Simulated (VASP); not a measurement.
# Bi2Te3: single point with PBE

Crystal: Bi2Te3.

```xyz
5
Lattice="2.1920 1.2655 10.1753 -2.1920 1.2655 10.1753 0.0000 -2.5311 10.1753" Properties=species:S:1:pos:R:3 pbc="T T T"
Bi    0.0000    0.0000   12.1798
Bi    0.0000    0.0000   18.3461
Te    0.0000    0.0000    0.0000
Te    0.0000    0.0000    6.3494
Te    0.0000    0.0000   24.1765
```

* Program: VASP 6.6.1
* Task: single point
* Functional: PBE
* Potentials or basis: VASP PAW PBE potentials, release 64 (Bi_d, Te)
* Cutoff: 520 eV
* k mesh: 6 × 6 × 6
* Occupations: gaussian, width 0.05 eV
* Spin: no spin polarisation
* Dipole correction: no
* Further INCAR settings: ALGO = Normal; EDIFF = 1e-07; NBANDS = 32

The pressure is 1.3 GPa and the largest force is 0.481 eV/Å. The band gap on the k mesh is 0.33 eV, direct.

Forces in eV/Å, atoms in the order of the input:
```
Bi   0.000  0.000  0.481
Bi   0.000  0.000 -0.481
Te   0.000  0.000  0.000
Te   0.000  0.000  0.425
Te   0.000  0.000 -0.425
```

Stress tensor (GPa, compression positive):
```
1.46 0.00 0.00
0.00 1.46 0.00
0.00 0.00 0.85
```

Levels at points of the mesh, in eV from the valence-band top:
```
           k point  band 20  band 21  band 22  band 23  band 24  band 25  band 26  band 27  band 28  band 29
(0.00, 0.00, 0.00)    -1.60    -1.60    -0.80    -0.80     0.00     0.33     0.59     0.59     2.09     2.12
(0.50, 0.00, 0.00)    -3.15    -2.80    -2.56    -0.86    -0.46     0.55     0.89     2.63     2.90     3.27
(0.50, 0.50, 0.00)    -2.16    -2.04    -1.81    -1.65    -0.92     0.67     1.68     1.95     2.65     2.65
(0.50, 0.50, 0.50)    -1.25    -1.25    -1.21    -1.21    -0.54     1.03     1.11     1.11     1.63     1.63
```

Run time: 11 min on 1 thread of Intel(R) Xeon(R) Platinum 8488C (Sapphire Rapids), with other jobs on the host, peak memory 0.95 GiB.

Caveat: spin-orbit coupling is left out, which moves the levels of the heavy elements. A k mesh can miss the band edges.
